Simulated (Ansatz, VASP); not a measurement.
BN in VASP and in Ansatz

```xyz
2
Lattice="0.0000 1.7586 1.7858 1.7586 0.0000 1.7858 1.7586 1.7586 0.0000" Properties=species:S:1:pos:R:3 pbc="T T T"
B     0.0000    0.0000    0.0000
N     2.6379    2.6379    2.6787
```

Change from the starting cell: strain -0.030 along x and y, -0.015 along z, atoms carried along.

Alike in both runs: task single point; functional PBE; k mesh 12 × 12 × 12; occupations gaussian, width 0.05 eV; no spin polarisation.

|  | VASP | Ansatz |
| --- | --- | --- |
| version | VASP 6.6.1 | Ansatz 0.2.0 |
| potentials or method | VASP PAW PBE potentials, release 64 (B, N), cutoff 520 eV | scalar-relativistic, plane waves, PAW |
| valence electrons in the cell | 8 | 8 |

```tsv
	VASP	Ansatz	Ansatz less VASP
gap on the k mesh at the Fermi level (eV)	4.38	4.39	+0.011
least direct gap on the mesh (eV)	9.05	9.06	+0.010
pressure (GPa)	32.4	31.9	-0.49
traceless stress, the component that is largest in VASP (GPa)	-6.84	-6.84	0.000
```

Both programs put the cell under a high pressure, so it lies far from rest at this level.
